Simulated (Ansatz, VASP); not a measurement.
**Lu3HfBe4 in VASP and in Ansatz**

File INCAR:

```
ALGO = Normal
EDIFF = 1E-7
EDIFFG = -0.08
ENCUT = 600
GGA = PE
IBRION = 2
ISIF = 3
ISMEAR = 0
LASPH = True
LCHARG = False
LREAL = False
LWAVE = False
NELM = 80
NSW = 36
PREC = Accurate
SIGMA = 0.2
```

The input KPOINTS:

```
k-points
0
Gamma
  4 4 4
```

File POSCAR:

```
Lu3HfBe4
1.0
   -3.2281876300      3.2281876300      3.2281876300
    3.2281876300     -3.2281876300      3.2281876300
    3.2281876300      3.2281876300     -3.2281876300
Lu Hf Be
3 1 4
Direct
    0.0000000000      0.5000000000      0.5000000000
    0.5000000000      0.0000000000      0.5000000000
    0.5000000000      0.5000000000      0.0000000000
    0.0000000000      0.0000000000      0.0000000000
    0.5000000000      0.5000000000      0.5000000000
    0.0000000000      0.0000000000      0.5000000000
    0.0000000000      0.5000000000      0.0000000000
    0.5000000000      0.0000000000      0.0000000000
```

Input for Ansatz:

```yaml
crystal:
  lattice:
    - [-3.22818763, 3.22818763, 3.22818763]
    - [3.22818763, -3.22818763, 3.22818763]
    - [3.22818763, 3.22818763, -3.22818763]
  atoms:
    - { symbol: Lu, position: [0.0, 0.5, 0.5] }
    - { symbol: Lu, position: [0.5, 0.0, 0.5] }
    - { symbol: Lu, position: [0.5, 0.5, 0.0] }
    - { symbol: Hf, position: [0.0, 0.0, 0.0] }
    - { symbol: Be, position: [0.5, 0.5, 0.5] }
    - { symbol: Be, position: [0.0, 0.0, 0.5] }
    - { symbol: Be, position: [0.0, 0.5, 0.0] }
    - { symbol: Be, position: [0.5, 0.0, 0.0] }
basis:
  ecutwfc: 420
kpoints:
  mp_grid: { grid: [4, 4, 4] }
hamiltonian:
  xc: pbe
scf:
  occupations: { method: gaussian, width: 0.2 }
  lower_state_search: "off"
output:
  forces: true
  stress: true
  eigenvalues: true
relax:
  adjacent_minimum: "off"
  f_tol: 0.08
  max_steps: 16
  cell: { stress_tol: 0.8 }
```

Alike in both runs: task relaxation of cell and atoms; functional PBE; k mesh 4 × 4 × 4; occupations gaussian, width 0.2 eV; no spin polarisation.

|  | VASP | Ansatz |
| --- | --- | --- |
| version | VASP 6.6.1 | Ansatz 0.2.0 |
| potentials or method | VASP PAW PBE potentials, release 64 (Lu, Hf_pv, Be), cutoff 600 eV | scalar-relativistic, plane waves, PAW |
| valence electrons in the cell | 93 | 109 |

|  | VASP | Ansatz | Ansatz less VASP |
| --- | --- | --- | --- |
| gap on the k mesh at the Fermi level, each at its own relaxed structure (eV) | none | none | - |
| relaxed volume (Å³/atom) | 17.39 | 17.40 | +0.011 |
| relaxed length of the cell vector where the two differ most in proportion (Å) | 5.654 | 5.655 | +0.0012 |

A gap of «none» marks a metal or a gap that the smearing closes. VASP's potentials hold 93 valence electrons a cell and Ansatz's 109, so a difference there can come from the potentials and not from the codes.

Neither program's run includes spin-orbit coupling.
